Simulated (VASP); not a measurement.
The system is AgW.

```
Ag W
1.0
     0.00000    3.36870    3.36870
     3.36870    0.00000    3.36870
     3.36870    3.36870    0.00000
Ag W
2 2
Direct
  0.50000 0.50000 0.50000
  0.75000 0.75000 0.75000
  0.00000 0.00000 0.00000
  0.25000 0.25000 0.25000
```

- Program: VASP 6.6.1
- Task: relaxation of cell and atoms
- Functional: PBE
- Potentials or basis: VASP PAW PBE potentials, release 64 (Ag, W_sv)
- Cutoff: 600 eV
- k mesh: 4 × 4 × 4
- Occupations: gaussian, width 0.1 eV
- Spin: no spin polarisation

At the start: pressure -17.3 GPa; volume 19.11 Å³/atom.

Problem. Where does the relaxation end?

Solution. Over 4 steps the energy falls by 137.9 meV/atom and the volume is 16.89 Å³/atom (-11.6 %); space group Fd-3m (No. 227, to 0.1 Å) before and after.

The path:
```tsv
step	energy change (eV)	largest force (eV/Å)	pressure (GPa)	volume (Å³)
1	0.0000	0.0000	-17.32	76.46
2	1.1732	0.0000	57.01	55.80
3	-0.5500	0.0000	-1.26	67.91
4	-0.5517	0.0000	-0.34	67.57
```

Final structure:
```cif
data_structure
_symmetry_space_group_name_H-M 'P 1'
_symmetry_Int_Tables_number 1
_cell_length_a 4.5719
_cell_length_b 4.5719
_cell_length_c 4.5719
_cell_angle_alpha 60.000
_cell_angle_beta 60.000
_cell_angle_gamma 60.000
_cell_volume 67.57
loop_
_atom_site_label
_atom_site_type_symbol
_atom_site_fract_x
_atom_site_fract_y
_atom_site_fract_z
_atom_site_occupancy
Ag1 Ag 0.50000 0.50000 0.50000 1
Ag2 Ag 0.75000 0.75000 0.75000 1
W1 W 0.00000 0.00000 0.00000 1
W2 W 0.25000 0.25000 0.25000 1
```

Caveat: the k points lie up to 0.42 Å⁻¹ apart in the final cell, too coarse for converged energies and pressures of a metal.
